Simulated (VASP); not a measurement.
# Sn2AuO2 in VASP: notebook

Sn2AuO2 is run at these levels: PBE+D3(BJ); tasks: single point.

All numbers are computed with VASP 6.6.1; they aren't measurements. Logs are shortened: lines on timing, memory, paths and dates and some standing lists are left out, and cuts for length are marked.

### Step 1. The cell of the first run

The cell holds a slab with vacuum, 5 atoms: a = 3.820 Å, b = 3.820 Å, c = 19.363 Å, α = 90.00°, β = 90.00°, γ = 90.00°.

### Step 2. Single point, PBE+D3(BJ), collinear spin

Contents of INCAR:

```
SYSTEM = Sn2AuO2
PREC = Accurate
ENCUT = 520
EDIFF = 1E-6
ISMEAR = 0
SIGMA = 0.05
LREAL = .FALSE.
LASPH = .TRUE.
NELM = 150
ALGO = Normal
ISIF = 2
LWAVE = .FALSE.
LCHARG = .TRUE.
ISPIN = 2
MAGMOM = 0 0 0 0 1
LORBIT = 11
LMAXMIX = 4
LDIPOL = .TRUE.
IDIPOL = 3
DIPOL = 0.5 0.5 0.311
GGA = PE
IVDW = 12
LELF = .TRUE.
LVHAR = .TRUE.
LVACPOTAV = .TRUE.
NBANDS = 38
```

Contents of KPOINTS:

```
Automatic mesh
0
G
  7 7 1
  0 0 0
```

Contents of POSCAR:

```
Sn2AuO2
1.0
    3.8201707215      0.0000000000      0.0000000000
    0.0000000000      3.8201707215      0.0000000000
    0.0000000000      0.0000000000     19.3630363687
Sn O Au
2 2 1
Direct
    0.5000000000      0.0000000000      0.2065791709
    0.0000000000      0.5000000000      0.3286176944
    0.0000000000      0.0000000000      0.2675984327
    0.5000000000      0.5000000000      0.2675984327
    0.0000000000      0.8750000000      0.4835520726
```

Potentials or basis: VASP PAW PBE potentials, release 64 (Sn_d, O, Au).

Run with:

```console
cat potpaw_PBE.64/Sn_d/POTCAR potpaw_PBE.64/O/POTCAR potpaw_PBE.64/Au/POTCAR > POTCAR
mpirun -np 1 vasp_std > vasp.out
```

OUTCAR:

```text
SYSTEM = Sn2AuO2
   PREC = Accurate
   ENCUT = 520
   EDIFF = 1E-6
   ISMEAR = 0
   LREAL = .FALSE.
   LASPH = .TRUE.
   NELM = 150
   ISIF = 2
   ISPIN = 2
   LORBIT = 11
   GGA = PE
   IVDW = 12
 IVDW          = 12

 ion  position               nearest neighbor table
   1  0.500  0.000  0.207-   3 2.25   4 2.25   4 2.25   3 2.25   2 3.59   2 3.59   2 3.59   2 3.59

   2  0.000  0.500  0.329-   3 2.25   4 2.25   3 2.25   4 2.25   5 3.32   1 3.59   1 3.59   1 3.59
                             1 3.59
   3  0.000  0.000  0.268-   2 2.25   2 2.25   1 2.25   1 2.25
   4  0.500  0.500  0.268-   2 2.25   2 2.25   1 2.25   1 2.25
   5  0.000  0.875  0.484-   2 3.32

  LATTYP: Found a simple tetragonal cell.
 ALAT       =     3.8201707215
 C/A-ratio  =     5.0686311635

  Lattice vectors:

 A1 = (   3.8201707215,   0.0000000000,   0.0000000000)
 A2 = (   0.0000000000,   3.8201707215,   0.0000000000)
 A3 = (   0.0000000000,   0.0000000000,  19.3630363687)

Analysis of symmetry for initial positions (statically):
=====================================================================
 Subroutine PRICEL returns:
 Original cell was already a primitive cell.

 Routine SETGRP: Setting up the symmetry group for a
 simple tetragonal supercell.

 Subroutine GETGRP returns: Found  2 space group operations
 (whereof  2 operations were pure point group operations)
 out of a pool of 16 trial point group operations.

The static configuration has the point symmetry C_1h.

Analysis of symmetry for dynamics (positions and initial velocities):
=====================================================================
 Subroutine PRICEL returns:
 Original cell was already a primitive cell.

 Routine SETGRP: Setting up the symmetry group for a
 simple tetragonal supercell.

 Subroutine GETGRP returns: Found  2 space group operations
 (whereof  2 operations were pure point group operations)
 out of a pool of 16 trial point group operations.

The dynamic configuration has the point symmetry C_1h.

Analysis of structural, dynamic, and magnetic symmetry:
=====================================================================
 Subroutine PRICEL returns:
 Original cell was already a primitive cell.

 Routine SETGRP: Setting up the symmetry group for a
 simple tetragonal supercell.

 Subroutine GETGRP returns: Found  2 space group operations
 (whereof  2 operations were pure point group operations)
 out of a pool of 16 trial point group operations.

The overall configuration has the point symmetry C_1h.

 Subroutine INISYM returns: Found  2 space group operations
 (whereof  2 operations are pure point group operations),
 and found     1 'primitive' translations

----------------------------------------------------------------------------------------

                                     Primitive cell

  volume of cell :     282.5784

  direct lattice vectors                    reciprocal lattice vectors
     3.820170721  0.000000000  0.000000000     0.261768406  0.000000000  0.000000000
     0.000000000  3.820170721  0.000000000     0.000000000  0.261768406  0.000000000
     0.000000000  0.000000000 19.363036369     0.000000000  0.000000000  0.051644793

  length of vectors
     3.820170721  3.820170721 19.363036369     0.261768406  0.261768406  0.051644793

  position of ions in fractional coordinates (direct lattice)
     0.500000000  0.000000000  0.206579171
     0.000000000  0.500000000  0.328617694
     0.000000000  0.000000000  0.267598433
     0.500000000  0.500000000  0.267598433
     0.000000000  0.875000000  0.483552073

  ion indices of the primitive-cell ions
   primitive index   ion index
                 1           1
                 2           2
                 3           3
                 4           4
                 5           5

----------------------------------------------------------------------------------------

 KPOINTS: Automatic mesh

Automatic generation of k-mesh.
 Grid dimensions read from file:
 generate k-points for:    7    7    1

 Generating k-lattice:

  Cartesian coordinates                     Fractional coordinates (reciprocal lattice)
     0.037395487  0.000000000  0.000000000     0.142857143  0.000000000  0.000000000
     0.000000000  0.037395487  0.000000000     0.000000000  0.142857143  0.000000000
     0.000000000  0.000000000  0.051644793     0.000000000  0.000000000  1.000000000

  Length of vectors
     0.037395487  0.037395487  0.051644793

  Shift w.r.t. Gamma in fractional coordinates (k-lattice)
     0.000000000  0.000000000  0.000000000

 Subroutine IBZKPT returns following result:
 ===========================================

 Found     16 irreducible k-points:

 Following reciprocal coordinates:
            Coordinates               Weight
  0.000000  0.000000  0.000000      1.000000
  0.142857  0.000000  0.000000      2.000000
  0.000000  0.142857  0.000000      2.000000
  0.285714  0.000000  0.000000      2.000000
  0.000000  0.285714  0.000000      2.000000
  0.428571  0.000000  0.000000      2.000000
[... 8 lines left out ...]
 -0.285714  0.428571  0.000000      4.000000
  0.428571  0.428571  0.000000      4.000000
   k-points           NKPTS =     16   k-points in BZ     NKDIM =     16   number of bands    NBANDS=     38
   number of dos      NEDOS =    301   number of ions     NIONS =      5
   total plane-waves  NPLWV = 112896
   dimension x,y,z NGX =    28 NGY =   28 NGZ =  144
   dimension x,y,z NGXF=    56 NGYF=   56 NGZF=  288
   ions per type =               2   2   1
   NGX,Y,Z   is equivalent  to a cutoff of  12.19, 12.19, 12.36 a.u.
   NGXF,Y,Z  is equivalent  to a cutoff of  24.37, 24.37, 24.73 a.u.
 SYSTEM =  Sn2AuO2
   PREC   = accura    normal or accurate (medium, high low for compatibility)
   ISTART =      0    job   : 0-new  1-cont  2-samecut
   ICHARG =      2    charge: 1-file 2-atom 10-const
   ISPIN  =      2    spin polarized calculation?
   LNONCOLLINEAR =      F non collinear calculations
   LSORBIT =      F    spin-orbit coupling
   LASPH  =      T    aspherical Exc in radial PAW
   ENCUT  =  520.0 eV  38.22 Ry    6.18 a.u.   7.10  7.10 36.00*2*pi/ulx,y,z
   NELM   =    150;   NELMIN=  2; NELMDL= -5     # of ELM steps
   EDIFF  = 0.1E-05   stopping-criterion for ELM
   LREAL  =      F    real-space projection
   EDIFFG = 0.1E-04   stopping-criterion for IOM
   NSW    =      0    number of steps for IOM
   IBRION =     -1    ionic relax: 0-MD 1-quasi-New 2-CG
   NFREE  =      0    steps in history (QN), initial steepest desc. (CG)
   ISIF   =      2    stress and relaxation
   ISYM   =      2    0-nonsym 1-usesym 2-fastsym
   POTIM  = 0.5000    time-step for ionic-motion
   TEBEG  =    0.0;   TEEND  =   0.0 temperature during run
   PSTRESS=    0.0 pullay stress
   NELECT =      51.0000    total number of electrons
   NUPDOWN=      -1.0000    fix difference up-down
   EMIN   =  10.00;   EMAX   =-10.00  energy-range for DOS
   EFERMI =   0.00;   METHOD = LEGACY
   ISMEAR =     0;   SIGMA  =   0.05  broadening in eV -4-tet -1-fermi 0-gaus
   EFERMI_NEDOS =   21; number of points for ismear=-14 and -15
   IALGO  =     38    algorithm
   IMIX   =      4    mixing-type and parameters
     AMIX     =   0.40;   BMIX     =  1.00
     AMIX_MAG =   1.60;   BMIX_MAG =  1.00
  volume/ion in A,a.u.               =      56.52       381.39
  Fermi-wavevector in a.u.,A,eV,Ry     =   0.925164  1.748306 11.645604  0.855928
  Thomas-Fermi vector in A             =   2.050988
   LORBIT       =     11    0 simple, 1 ext, 2 COOP (PROOUT), +10 PAW based schemes
   GGA     = PE    functional components
   LHFCALC =     F    Hartree Fock is set to
   AEXX    =    0.0000 exact exchange contribution
   IVDW    =    12    specifies the selected vdW correction
   LEPSILON=     F    determine dielectric tensor
   LRPA    =     F    only Hartree local field effects (RPA)
 spin polarized calculation
 Gauss-broadening in eV      SIGMA  =   0.05
  energy-cutoff  :      520.00
  volume of cell :      282.58
 maximum number of plane-waves:      7644
   NGX = 15   NGY = 15   NGZ = 73

 dipolmoment           0.000000      0.000000     -0.041530 electrons x Angstroem

 number of electron      50.9999979 magnetization       0.0000042

 dipolmoment           0.000000      0.000000      0.105335 electrons x Angstroem

 Free energy of the ion-electron system (eV)
  ---------------------------------------------------
  ext. energy  EPLUGINS =         0.00000000
  ---------------------------------------------------
  free energy    TOTEN  =       -23.82550480 eV

  energy without entropy =      -23.82131536  energy(sigma->0) =      -23.82341008

 E-fermi :  -1.1687     XC(G=0):  -4.3944

 val. band max:       -1.1834516825   @ k =   0.2857   0.1429   0.0000
 cond. band min:      -1.0285521172   @ k =   0.2857   0.2857   0.0000
 fundamental gap:      0.1548995654
 Fermi energy:        -1.1687153328

 spin component 1

 k-point     1 :       0.0000    0.0000    0.0000
  band No.  band energies     occupation
      1     -22.8738      1.00000
      2     -22.5157      1.00000
      3     -22.4862      1.00000
      4     -22.4777      1.00000
      5     -22.4678      1.00000
      6     -22.4417      1.00000
[... 29 lines left out ...]
     36       5.7736      0.00000
     37       7.0797      0.00000

 k-point     2 :       0.1429    0.0000    0.0000
  band No.  band energies     occupation
      1     -22.8649      1.00000
      2     -22.5181      1.00000
      3     -22.4889      1.00000
      4     -22.4803      1.00000
      5     -22.4705      1.00000
      6     -22.4540      1.00000
[... 29 lines left out ...]
     36       6.0757      0.00000
     37       6.6099      0.00000
[... 518 lines left out ...]
     36       5.8919      0.00000
     37       6.4826      0.00000

 k-point    16 :       0.4286    0.4286    0.0000
  band No.  band energies     occupation
      1     -22.8166      1.00000
      2     -22.7984      1.00000
      3     -22.4962      1.00000
      4     -22.4688      1.00000
      5     -22.4656      1.00000
      6     -22.4344      1.00000
[... 29 lines left out ...]
     36       5.8577      0.00000
     37       6.7361      0.00000
 Fermi energy:        -1.1687153328

 spin component 2

 k-point     1 :       0.0000    0.0000    0.0000
  band No.  band energies     occupation
      1     -22.8738      1.00000
      2     -22.5157      1.00000
      3     -22.4862      1.00000
      4     -22.4777      1.00000
      5     -22.4678      1.00000
      6     -22.4417      1.00000
[... 29 lines left out ...]
     36       5.7815      0.00000
     37       7.0892      0.00000

 k-point     2 :       0.1429    0.0000    0.0000
  band No.  band energies     occupation
      1     -22.8649      1.00000
      2     -22.5181      1.00000
      3     -22.4889      1.00000
      4     -22.4803      1.00000
      5     -22.4705      1.00000
      6     -22.4540      1.00000
[... 29 lines left out ...]
     36       6.0835      0.00000
     37       6.6105      0.00000
[... 518 lines left out ...]
     36       5.8925      0.00000
     37       6.4842      0.00000

 k-point    16 :       0.4286    0.4286    0.0000
  band No.  band energies     occupation
      1     -22.8166      1.00000
      2     -22.7984      1.00000
      3     -22.4962      1.00000
      4     -22.4688      1.00000
      5     -22.4656      1.00000
      6     -22.4344      1.00000
[... 29 lines left out ...]
     36       5.8578      0.00000
     37       6.7349      0.00000
 [bands above 37 left out]

------------------------ aborting loop because EDIFF is reached ----------------------------------------

 Edisp (eV)   -0.83634

 E8    (eV) :    -0.3773

  FORCE on cell =-STRESS in cart. coord.  units (eV):
  Direction    XX          YY          ZZ          XY          YZ          ZX
  --------------------------------------------------------------------------------------
  -------------------------------------------------------------------------------------
  Total      -1.91933    -1.39164    -2.05362     0.00000    -0.31271     0.00000
  in kB     -10.88233    -7.89038   -11.64372     0.00000    -1.77300     0.00000
  external pressure =      -10.14 kB  Pullay stress =        0.00 kB

 VOLUME and BASIS-vectors are now :
 -----------------------------------------------------------------------------
  energy-cutoff  :      520.00
  volume of cell :      282.58
      direct lattice vectors                 reciprocal lattice vectors
     3.820170721  0.000000000  0.000000000     0.261768406  0.000000000  0.000000000
     0.000000000  3.820170721  0.000000000     0.000000000  0.261768406  0.000000000
     0.000000000  0.000000000 19.363036369     0.000000000  0.000000000  0.051644793

 POSITION                                       TOTAL-FORCE (eV/Angst)
 -----------------------------------------------------------------------------------
      1.91009      0.00000      4.00000         0.000000      0.004284     -0.041238
      0.00000      1.91009      6.36304         0.000000      0.142513      0.557762
      0.00000      0.00000      5.18152         0.000000     -0.039021      0.008527
      1.91009      1.91009      5.18152         0.000000      0.006047      0.114371
      0.00000      3.34265      9.36304         0.000000     -0.113823     -0.639423
 -----------------------------------------------------------------------------------
    total drift:                                0.000000      0.000029      0.000142

  FREE ENERGIE OF THE ION-ELECTRON SYSTEM (eV)
  ---------------------------------------------------
  free  energy   TOTEN  =       -24.6618401895 eV

  energy  without entropy=      -24.6576507475  energy(sigma->0) =      -24.65974547

 vacuum level on the upper side and lower side of the slab         4.440         3.135

 total charge

# of ion       s       p       d       tot
------------------------------------------
    1        1.280   0.763  10.054  12.097
    2        1.254   0.739  10.062  12.055
    3        1.578   3.427   0.000   5.005
    4        1.579   3.424   0.000   5.003
    5        0.505   0.029   8.924   9.458
--------------------------------------------------
tot          6.195   8.382  29.040  43.617

 magnetization (x)

# of ion       s       p       d       tot
------------------------------------------
    1        0.000  -0.000   0.000   0.000
    2        0.000   0.000   0.000   0.000
    3        0.000   0.000   0.000   0.000
    4        0.000   0.000   0.000   0.000
    5        0.000   0.000   0.000   0.000
--------------------------------------------------
tot          0.000   0.000   0.000   0.000
```

It took 17 min on 1 thread of Intel Xeon 8259CL, shared host; peak memory 0.6 GiB.

What came out:

* Free energy: -24.6618 eV
* Largest force: 0.649 eV/Å
* Net moment: 0.00 μB per cell
* Valence electrons inside the program's atomic spheres: Sn 12.10, 12.05; O 5.00; Au 9.46
* Dispersion energy per atom: -0.167 eV

Forces on the atoms (eV/Å):
```
Sn   0.000  0.004 -0.041
Sn   0.000  0.143  0.558
O    0.000 -0.039  0.009
O    0.000  0.006  0.114
Au   0.000 -0.114 -0.639
```

Caveat: spin-orbit coupling is left out, which moves the levels of the heavy elements.

### Step 3. Single point, PBE+D3(BJ), collinear spin

Contents of INCAR:

```
SYSTEM = Sn2AuO2
ALGO = Normal ; DIPOL = 0.5 0.5 0.311
EDIFF = 1E-6 ; ENCUT = 520
GGA = PE ; IDIPOL = 3
ISIF = 2 ; ISMEAR = 0
ISPIN = 2 ; IVDW = 12
LASPH = .True. ; LCHARG = .False.
LDIPOL = .True. ; LMAXMIX = 4
LORBIT = 11 ; LREAL = .False.
LWAVE = .False. ; MAGMOM = 0 0 0 0 1
NBANDS = 38 ; NELM = 150
PREC = Accurate ; SIGMA = 0.05
```

Contents of KPOINTS:

```
k-points
0
Gamma
  7 7 1
  0 0 0
```

POSCAR, as its differences from that of step 2:

```diff
@@ -12,2 +12,2 @@
     0.5000000000      0.5000000000      0.2675984327
-    0.0000000000      0.8750000000      0.4835520726
+    0.1250000000      1.0000000000      0.4835520726
```

Potentials or basis: VASP PAW PBE potentials, release 64 (Sn_d, O, Au).

Run with:

```console
cat potpaw_PBE.64/Sn_d/POTCAR potpaw_PBE.64/O/POTCAR potpaw_PBE.64/Au/POTCAR > POTCAR
mpirun -np 1 vasp_std > vasp.out
```

Run time: 8.7 min. Hardware: 1 thread of Intel Xeon Platinum 8259CL at 2.50GHz (Skylake/Cascade Lake), shared host; peak memory 0.59 GiB.

The run converged. Its results:

```yaml
Free_energy: -24.6105 eV
Largest_force: 0.607 eV/Å
Net_moment: 0.00 μB per cell
Valence_electrons_inside_the_program's_atomic_spheres: Sn 12.10, 12.05; O 5.00; Au 9.46
Dispersion_energy_per_atom: -0.168 eV
```

Forces in eV/Å, atoms in the order of the input:
```
Sn   0.006  0.000 -0.018
Sn   0.112  0.000  0.567
O   -0.014  0.000 -0.028
O   -0.010  0.000  0.079
Au  -0.095  0.000 -0.600
```

Levels at points of the mesh, in eV from the Fermi level:
Spin up:
```csv
k point,band 23,band 24,band 25,band 26,band 27,band 28,band 29,band 30
"(0.00, 0.00, 0.00)",-1.59,-1.58,-1.43,-0.39,2.16,2.46,4.34,4.65
```
Spin down:
| k point | band 24 | band 25 | band 26 | band 27 | band 28 | band 29 |
| --- | --- | --- | --- | --- | --- | --- |
| (0.00, 0.00, 0.00) | -1.58 | -1.43 | -0.39 | 2.16 | 2.46 | 4.33 |

Caveat: spin-orbit coupling is left out, which moves the levels of the heavy elements.
